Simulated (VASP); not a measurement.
TaN, 6 atoms in the cell. The structure is hexagonal, space group P-62m (No. 189). The conventional cell has a = 5.196 Å, b = 5.196 Å, c = 2.911 Å, α = 90.00°, β = 90.00°, γ = 120.00°. Ta (site symmetry -6) has 6 N at 2.16 Å and 5 Ta at 2.91 to 3.00 Å within 3.0 Å. Ta (site symmetry -62m) has 3 N at 2.04 Å within 2.7 Å. N (site symmetry m2m) has 5 Ta at 2.04 to 2.16 Å and 6 N at 2.77 to 2.91 Å within 3.0 Å. 

| Item | Value |
| --- | --- |
| Program | VASP 6.6.1 |
| Task | single point |
| Functional | PBEsol |
| Potentials or basis | VASP PAW PBE potentials, release 64 (Ta_pv, N) |
| Cutoff | 600 eV |
| k mesh | 6 × 6 × 6 |
| Occupations | gaussian, width 0.1 eV |
| Spin | collinear spin |
| Starting moments | [1.0, 1.0, 1.0, 0.0, 0.0, 0.0] μB |
| Dipole correction | no |
| Further INCAR settings | ALGO = Normal; EDIFF = 1e-06; NBANDS = 37 |

Potentials or basis: VASP PAW PBE potentials, release 64 (Ta_pv, N).

Run with:

```bash
$ cat potpaw_PBE.64/Ta_pv/POTCAR potpaw_PBE.64/N/POTCAR > POTCAR
$ mpirun -np 1 vasp_std > vasp.out
```

Hardware: 1 thread of Oxide Virtual Turin-like Processor (shared host).

Q: How long does it take, and how much memory?

A: Wall time 4.7 min on 1 thread of Oxide Virtual Turin-like Processor, on a shared host, peak memory 0.27 GiB. Counts: scf iterations 15, k points 28.
